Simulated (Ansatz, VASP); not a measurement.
# One calculation of Co, two programs

```
Co
1.0
     2.50710    0.00000    0.00000
    -1.25355    2.17121    0.00000
     0.00000    0.00000    4.06860
Co
2
Direct
  0.33333 0.66667 0.25000
  0.66667 0.33333 0.75000
```

Alike in both runs: task relaxation of cell and atoms; functional PBEsol; k mesh 14 × 14 × 8; occupations fermi-dirac, width 0.1 eV; no spin polarisation.

```csv
,VASP,Ansatz
version,VASP 6.6.1,Ansatz 0.2.0
potentials or method,"VASP PAW PBE potentials, release 64 (Co), cutoff 600 eV","plane waves (420 eV) with PAW, scalar-relativistic"
valence electrons in the cell,18,34
```

VASP gave:

```
relaxed volume (Å³/atom)                                     : 9.89
relaxed cell length with the largest relative difference (Å) : 3.900
```

Problem. Which values does Ansatz return?

Solution. Relaxed volume (Å³/atom): 9.93; relaxed cell length with the largest relative difference (Å): 3.905.

VASP's potentials were made for PBE, not for PBEsol, and Ansatz warns of the same on its side. VASP's potentials hold 18 valence electrons a cell and Ansatz's 34, so a difference there can come from the potentials and not from the codes.
